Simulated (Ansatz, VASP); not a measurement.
SiC in VASP and in Ansatz

```
CELL_PARAMETERS angstrom
0.00000 2.18986 2.18986
2.18986 0.00000 2.18986
2.18986 2.18986 0.00000
ATOMIC_POSITIONS crystal
Si 0.00000 0.00000 0.00000
C 0.68150 0.68150 0.81850
```

Alike in both runs: task single point; functional PBE; k mesh 10 × 10 × 10; occupations gaussian, width 0.05 eV; no spin polarisation.

|  | VASP | Ansatz |
| --- | --- | --- |
| version | VASP 6.6.1 | Ansatz 0.2.0 |
| potentials or method | VASP PAW PBE potentials, release 64 (Si, C), cutoff 520 eV | scalar-relativistic, plane waves, PAW |
| valence electrons in the cell | 8 | 8 |

Ansatz gave:

| Property | Result |
| --- | --- |
| gap on the k mesh at the Fermi level (eV) | 0.11 |
| least direct gap on the mesh (eV) | 3.85 |
| pressure (GPa) | 9.7 |
| traceless stress, the component that is largest in VASP (GPa) | -18.86 |
| rms of the force components (eV/Å) | 2.860 |

**Question.** Estimate VASP's values.

**Answer.** gap on the k mesh at the Fermi level (eV): 0.11; least direct gap on the mesh (eV): 3.85; pressure (GPa): 9.6; traceless stress, the component that is largest in VASP (GPa): -18.84; rms of the force components (eV/Å): 2.861.

Atom by atom the forces differ by 0.001 eV/Å (rms over components).
